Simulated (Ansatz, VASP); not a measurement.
## One calculation of Zn2C, two programs

```
C Zn
1.0
     0.00000    2.57795    2.57795
     2.57795    0.00000    2.57795
     2.57795    2.57795    0.00000
C Zn
1 2
Direct
  0.00000 0.00000 0.00000
  0.25000 0.25000 0.25000
  0.75000 0.75000 0.75000
```

Alike in both runs: task single point; functional PBE-based screened hybrid; k mesh 4 × 4 × 4; occupations fermi-dirac, width 0.02 eV; no spin polarisation.

|  | VASP | Ansatz |
| --- | --- | --- |
| version | VASP 6.6.1 | Ansatz 0.2.0 |
| potentials or method | VASP PAW PBE potentials, release 64 (C, Zn) | plane waves |
| plane-wave cutoff (eV) | 520 | 420 |
| valence electrons in the cell | 28 | 28 |

|  | VASP | Ansatz | Ansatz less VASP |
| --- | --- | --- | --- |
| pressure (GPa) | 3.7 | 3.2 | -0.55 |

VASP's potentials were made for PBE, not for PBE-based screened hybrid. Ansatz's warnings: stress exchange threshold loose, stress scf threshold loose.

The k mesh is coarse, so the values compare programs but aren't converged.
